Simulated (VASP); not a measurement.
# InGa2O (R-3m) in VASP: single point with PBE

Aim: the single point of InGa2O with PBE.

All numbers are computed with VASP 6.6.1; they aren't measurements. Logs are shortened: lines on timing, memory, paths and dates and some standing lists are left out, and cuts for length are marked.

## (1) The cell of the first run

It takes space group R-3m (No. 166, trigonal). Conventional cell: a = 5.129 Å, b = 5.129 Å, c = 13.202 Å, α = 90.00°, β = 90.00°, γ = 120.00°. In (site symmetry -3m) has 6 Ga at 2.98 Å and 6 O at 3.69 Å within 3.9 Å. Within 2.4 Å of Ga (site symmetry 3m) lie 1 O at 1.83 Å. O (site symmetry -3m) has 2 Ga at 1.83 Å within 2.4 Å.

The cell was generated, and may not be a known phase.

## (2) Single point, PBE

INCAR

```
  PREC = Accurate
  ENCUT = 520
  EDIFF = 1E-7
  ISMEAR = 0
  SIGMA = 0.1
  LREAL = False
  LASPH = True
  NELM = 100
  ALGO = Normal
  ISIF = 2
  LWAVE = False
  LCHARG = False
  GGA = PE
  NBANDS = 30
```

KPOINTS

```
regular mesh
0
Gamma
  12 12 12
```

POSCAR

```
InGa2O
1.0
    2.5643266646      1.4805146901      4.4007292478
   -2.5643266646      1.4805146901      4.4007292478
    0.0000000000     -2.9610293802      4.4007292478
In Ga O
1 2 1
Direct
    0.5000000000      0.5000000000      0.5000000000
    0.8613576028      0.8613576028      0.8613576028
    0.1386423972      0.1386423972      0.1386423972
    0.0000000000      0.0000000000      0.0000000000
```

Potentials or basis: VASP PAW PBE potentials, release 64 (In_d, Ga_d, O).

On the command line:

```sh
> cat potpaw_PBE.64/In_d/POTCAR potpaw_PBE.64/Ga_d/POTCAR potpaw_PBE.64/O/POTCAR > POTCAR
> mpirun -np 1 vasp_std > vasp.out
```

OUTCAR:

```text
PREC = Accurate
   ENCUT = 520
   EDIFF = 1E-7
   ISMEAR = 0
   LREAL = False
   LASPH = True
   NELM = 100
   ISIF = 2
   GGA = PE

 ion  position               nearest neighbor table
   1  0.500  0.500  0.500-   3 2.98   3 2.98   2 2.98   2 2.98   3 2.98   2 2.98
   2  0.861  0.861  0.861-   4 1.83   1 2.98   1 2.98   1 2.98
   3  0.139  0.139  0.139-   4 1.83   1 2.98   1 2.98   1 2.98
   4  0.000  0.000  0.000-   2 1.83   3 1.83

  LATTYP: Found a trigonal (rhomboedric) cell.
 ALAT       =     5.3041599620
 COS(alpha) =     0.5325410639

  Lattice vectors:

 A1 = (   2.5643266646,   1.4805146901,   4.4007292478)
 A2 = (  -2.5643266646,   1.4805146901,   4.4007292478)
 A3 = (   0.0000000000,  -2.9610293802,   4.4007292478)

Analysis of symmetry for initial positions (statically):
=====================================================================
 Subroutine PRICEL returns:
 Original cell was already a primitive cell.

 Routine SETGRP: Setting up the symmetry group for a
 trigonal (rhombohedral) supercell.

 Subroutine GETGRP returns: Found 12 space group operations
 (whereof 12 operations were pure point group operations)
 out of a pool of 12 trial point group operations.

The static configuration has the point symmetry D_3d.

Analysis of symmetry for dynamics (positions and initial velocities):
=====================================================================
 Subroutine PRICEL returns:
 Original cell was already a primitive cell.

 Routine SETGRP: Setting up the symmetry group for a
 trigonal (rhombohedral) supercell.

 Subroutine GETGRP returns: Found 12 space group operations
 (whereof 12 operations were pure point group operations)
 out of a pool of 12 trial point group operations.

The dynamic configuration has the point symmetry D_3d.

 Subroutine INISYM returns: Found 12 space group operations
 (whereof 12 operations are pure point group operations),
 and found     1 'primitive' translations

----------------------------------------------------------------------------------------

                                     Primitive cell

  volume of cell :     100.2448

  direct lattice vectors                    reciprocal lattice vectors
     2.564326665  1.480514690  4.400729248     0.194982959  0.112573464  0.075745022
    -2.564326665  1.480514690  4.400729248    -0.194982959  0.112573464  0.075745022
     0.000000000 -2.961029380  4.400729248     0.000000000 -0.225146927  0.075745022

  length of vectors
     5.304159962  5.304159962  5.304159962     0.237546726  0.237546726  0.237546726

  position of ions in fractional coordinates (direct lattice)
     0.500000000  0.500000000  0.500000000
     0.861357603  0.861357603  0.861357603
     0.138642397  0.138642397  0.138642397
     0.000000000  0.000000000  0.000000000

  ion indices of the primitive-cell ions
   primitive index   ion index
                 1           1
                 2           2
                 3           3
                 4           4

----------------------------------------------------------------------------------------

 KPOINTS: regular mesh

Automatic generation of k-mesh.
 Grid dimensions read from file:
 generate k-points for:   12   12   12

 Generating k-lattice:

  Cartesian coordinates                     Fractional coordinates (reciprocal lattice)
     0.016248580  0.009381122  0.006312085     0.083333333  0.000000000  0.000000000
    -0.016248580  0.009381122  0.006312085     0.000000000  0.083333333  0.000000000
     0.000000000 -0.018762244  0.006312085     0.000000000  0.000000000  0.083333333

  Length of vectors
     0.019795561  0.019795561  0.019795561

  Shift w.r.t. Gamma in fractional coordinates (k-lattice)
     0.000000000  0.000000000  0.000000000

 Subroutine IBZKPT returns following result:
 ===========================================

 Found    189 irreducible k-points:

 Following reciprocal coordinates:
            Coordinates               Weight
  0.000000  0.000000  0.000000      1.000000
  0.083333 -0.000000  0.000000      6.000000
  0.166667 -0.000000  0.000000      6.000000
  0.250000 -0.000000  0.000000      6.000000
  0.333333 -0.000000  0.000000      6.000000
  0.416667 -0.000000 -0.000000      6.000000
[... 16 lines left out ...]
  0.500000  0.166667  0.000000     12.000000
 -0.416667  0.166667  0.000000     12.000000
 [... further k-points ...]
   k-points           NKPTS =    189   k-points in BZ     NKDIM =    189   number of bands    NBANDS=     30
   number of dos      NEDOS =    301   number of ions     NIONS =      4
   total plane-waves  NPLWV =  64000
   dimension x,y,z NGX =    40 NGY =   40 NGZ =   40
   dimension x,y,z NGXF=    80 NGYF=   80 NGZF=   80
   ions per type =               1   2   1
   NGX,Y,Z   is equivalent  to a cutoff of  12.54, 12.54, 12.54 a.u.
   NGXF,Y,Z  is equivalent  to a cutoff of  25.07, 25.07, 25.07 a.u.
 SYSTEM =  unknown system
   PREC   = accura    normal or accurate (medium, high low for compatibility)
   ISTART =      0    job   : 0-new  1-cont  2-samecut
   ICHARG =      2    charge: 1-file 2-atom 10-const
   ISPIN  =      1    spin polarized calculation?
   LNONCOLLINEAR =      F non collinear calculations
   LSORBIT =      F    spin-orbit coupling
   LASPH  =      T    aspherical Exc in radial PAW
   ENCUT  =  520.0 eV  38.22 Ry    6.18 a.u.   9.86  9.86  9.86*2*pi/ulx,y,z
   NELM   =    100;   NELMIN=  2; NELMDL= -5     # of ELM steps
   EDIFF  = 0.1E-06   stopping-criterion for ELM
   LREAL  =      F    real-space projection
   EDIFFG = 0.1E-05   stopping-criterion for IOM
   NSW    =      0    number of steps for IOM
   IBRION =     -1    ionic relax: 0-MD 1-quasi-New 2-CG
   NFREE  =      0    steps in history (QN), initial steepest desc. (CG)
   ISIF   =      2    stress and relaxation
   ISYM   =      2    0-nonsym 1-usesym 2-fastsym
   POTIM  = 0.5000    time-step for ionic-motion
   TEBEG  =    0.0;   TEEND  =   0.0 temperature during run
   PSTRESS=    0.0 pullay stress
   NELECT =      45.0000    total number of electrons
   NUPDOWN=      -1.0000    fix difference up-down
   EMIN   =  10.00;   EMAX   =-10.00  energy-range for DOS
   EFERMI =   0.00;   METHOD = LEGACY
   ISMEAR =     0;   SIGMA  =   0.10  broadening in eV -4-tet -1-fermi 0-gaus
   EFERMI_NEDOS =   21; number of points for ismear=-14 and -15
   IALGO  =     38    algorithm
   IMIX   =      4    mixing-type and parameters
     AMIX     =   0.40;   BMIX     =  1.00
     AMIX_MAG =   1.60;   BMIX_MAG =  1.00
  volume/ion in A,a.u.               =      25.06       169.12
  Fermi-wavevector in a.u.,A,eV,Ry     =   1.253502  2.368775 21.378387  1.571267
  Thomas-Fermi vector in A             =   2.387352
   LORBIT       =      0    0 simple, 1 ext, 2 COOP (PROOUT), +10 PAW based schemes
   GGA     = PE    functional components
   LHFCALC =     F    Hartree Fock is set to
   AEXX    =    0.0000 exact exchange contribution
   IVDW    =     0    specifies the selected vdW correction
   LEPSILON=     F    determine dielectric tensor
   LRPA    =     F    only Hartree local field effects (RPA)
 non-spin polarized calculation
 Gauss-broadening in eV      SIGMA  =   0.10
  energy-cutoff  :      520.00
  volume of cell :      100.24
 maximum number of plane-waves:      2737
   NGX = 19   NGY = 19   NGZ = 19

 number of electron      44.9999993 magnetization

 Free energy of the ion-electron system (eV)
  ---------------------------------------------------
  ext. energy  EPLUGINS =         0.00000000
  ---------------------------------------------------
  free energy    TOTEN  =       -14.81942790 eV

  energy without entropy =      -14.81371407  energy(sigma->0) =      -14.81657098

 E-fermi :   3.0673     XC(G=0):  -8.6950

 val. band max:        3.0644642215   @ k =   0.3333   0.2500  -0.0000
 cond. band min:       3.0748268552   @ k =   0.4167   0.3333   0.2500
 fundamental gap:      0.0103626337
 Fermi energy:         3.0673169833

 k-point     1 :       0.0000    0.0000    0.0000
  band No.  band energies     occupation
      1     -15.4869      2.00000
      2     -11.8414      2.00000
      3     -11.7825      2.00000
      4     -11.7825      2.00000
      5     -11.7098      2.00000
      6     -11.7098      2.00000
[... 22 lines left out ...]
     29       9.8303      0.00000
     30      10.4110      0.00000

 k-point     2 :       0.0833   -0.0000    0.0000
  band No.  band energies     occupation
      1     -15.4861      2.00000
      2     -11.8424      2.00000
      3     -11.7828      2.00000
      4     -11.7814      2.00000
      5     -11.7190      2.00000
      6     -11.7170      2.00000
[... 22 lines left out ...]
     29       9.4169      0.00000
     30      10.3485      0.00000

 k-point     3 :       0.1667   -0.0000    0.0000
  band No.  band energies     occupation
      1     -15.4839      2.00000
      2     -11.8458      2.00000
      3     -11.7841      2.00000
      4     -11.7812      2.00000
      5     -11.7393      2.00000
      6     -11.7330      2.00000
[... 22 lines left out ...]
     29       8.9548      0.00000
     30      10.2121      0.00000

 k-point     4 :       0.2500   -0.0000    0.0000
  band No.  band energies     occupation
      1     -15.4809      2.00000
      2     -11.8516      2.00000
      3     -11.7932      2.00000
      4     -11.7877      2.00000
      5     -11.7507      2.00000
      6     -11.7484      2.00000
[... 616 lines left out ...]
     29       9.4598      0.00000
     30       9.9751      0.00000

 k-point    23 :       0.5000    0.1667    0.0000
  band No.  band energies     occupation
      1     -15.4735      2.00000
      2     -11.8645      2.00000
      3     -11.8330      2.00000
      4     -11.8105      2.00000
      5     -11.7583      2.00000
      6     -11.7486      2.00000
[... 22 lines left out ...]
     29       9.7400      0.00000
     30      10.5429      0.00000

 k-point    24 :      -0.4167    0.1667    0.0000
  band No.  band energies     occupation
      1     -15.4737      2.00000
      2     -11.8673      2.00000
      3     -11.8361      2.00000
      4     -11.8135      2.00000
      5     -11.7584      2.00000
      6     -11.7482      2.00000
[... 22 lines left out ...]
     29      10.1491      0.00000
     30      10.7212      0.00000

 [... further k-points ...]

------------------------ aborting loop because EDIFF is reached ----------------------------------------

  FORCE on cell =-STRESS in cart. coord.  units (eV):
  Direction    XX          YY          ZZ          XY          YZ          ZX
  --------------------------------------------------------------------------------------
  -------------------------------------------------------------------------------------
  Total       -0.0093027     -0.0093027      0.1344460     -0.0000000      0.0000000      0.0000000
  in kB       -0.1486818     -0.1486818      2.1488026     -0.0000000      0.0000000      0.0000000
  external PRESSURE =       0.6171464 kB  Pullay stress =       0.0000000 kB

 VOLUME and BASIS-vectors are now :
 -----------------------------------------------------------------------------
  energy-cutoff  :      520.00
  volume of cell :      100.24
      direct lattice vectors                 reciprocal lattice vectors
     2.564326665  1.480514690  4.400729248     0.194982959  0.112573464  0.075745022
    -2.564326665  1.480514690  4.400729248    -0.194982959  0.112573464  0.075745022
     0.000000000 -2.961029380  4.400729248     0.000000000 -0.225146927  0.075745022

 POSITION                                       TOTAL-FORCE (eV/Angst)
 -----------------------------------------------------------------------------------
      0.00000      0.00000      6.60109         0.000000      0.000000     -0.000000
      0.00000      0.00000     11.37180         0.000000      0.000000     -0.041542
      0.00000      0.00000      1.83038         0.000000     -0.000000      0.041542
      0.00000      0.00000      0.00000         0.000000      0.000000     -0.000000
 -----------------------------------------------------------------------------------
    total drift:                                0.000000      0.000000     -0.000000

  FREE ENERGIE OF THE ION-ELECTRON SYSTEM (eV)
  ---------------------------------------------------
  free  energy   TOTEN  =       -14.8194278993 eV

  energy  without entropy=      -14.8137140694  energy(sigma->0) =      -14.81657098
```

It took 32 min on 1 thread of Intel Xeon 8259CL, shared host; peak memory 0.65 GiB.

What came out:

```yaml
Free_energy: -14.8194 eV
Pressure: 0.1 GPa
Largest_force: 0.042 eV/Å
Band_gap_on_the_k_mesh: zero (an odd number of electrons rules out a gap without spin polarisation)
```

Forces in eV/Å, atoms in the order of the input:
```
In   0.000  0.000  0.000
Ga   0.000  0.000 -0.042
Ga   0.000  0.000  0.042
O    0.000  0.000  0.000
```

Caveat: spin-orbit coupling is left out, which moves the levels of the heavy elements; an odd number of electrons without spin polarisation forces a metal; a magnetic or distorted state may lie lower.
